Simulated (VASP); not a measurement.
A run of VASP 6.6.1 is set up as follows.

The input INCAR:

```
SYSTEM = Pd
PREC = Accurate
ENCUT = 520
EDIFF = 1E-7
ISMEAR = 0
SIGMA = 0.1
LREAL = .FALSE.
LASPH = .TRUE.
NELM = 100
ALGO = Normal
ISIF = 2
LWAVE = .FALSE.
LCHARG = .TRUE.
GGA = PE
LELF = .TRUE.
LVHAR = .TRUE.
NBANDS = 11
```

File KPOINTS:

```
regular mesh
0
G
  10 10 10
  0 0 0
```

POSCAR

```
Pd
1.0
    2.4016519135      0.0000000000      0.0000000000
    0.0000000000      2.4016519135      0.0000000000
    0.0000000000      0.0000000000      2.4016519135
Pd
1
Direct
    0.0000000000      0.0000000000      0.0000000000
```

Potentials or basis: VASP PAW PBE potentials, release 64 (Pd).

Run with:

```bash
$ cat potpaw_PBE.64/Pd/POTCAR > POTCAR
$ mpirun -np 1 vasp_std > vasp.out
```

Question: What does it give for the band gap on the k mesh?

Answer: Zero (band 5 reaches 13.16 eV, above the bottom of band 6 at 10.38 eV).

Question: What does it give for the pressure?

Answer: 59.0 GPa.
